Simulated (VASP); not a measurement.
A run of VASP 6.6.1:

The input INCAR:

```
SYSTEM = Cd
ALGO = Normal
EDIFF = 1E-6
ENCUT = 520
GGA = PE
ISIF = 2
ISMEAR = -1
LASPH = .True.
LCHARG = .True.
LELF = .True.
LREAL = .False.
LVHAR = .True.
LWAVE = .False.
NBANDS = 12
NELM = 80
PREC = Accurate
SIGMA = 0.08
```

File KPOINTS:

```
k-points
0
Gamma
  19 19 19
  0 0 0
```

File POSCAR:

```
Cd
1.0
   -1.4180304212      1.4180304212      1.4180304212
    1.4180304212     -1.4180304212      1.4180304212
    1.4180304212      1.4180304212     -1.4180304212
Cd
1
Direct
    0.0000000000      0.0000000000      0.0000000000
```

Potentials or basis: VASP PAW PBE potentials, release 64 (Cd).

The run is started by

```bash
$ cat potpaw_PBE.64/Cd/POTCAR > POTCAR
$ mpirun -np 1 vasp_std > vasp.out
```

Hardware: 1 thread of Intel Xeon 6975P-C, with other jobs on the host.

Estimate the wall time of this run.

It took 18 s on 1 thread of Intel Xeon 6975P-C, on a shared host, peak memory 0.14 GiB. Counts: scf iterations 11, k points 220.
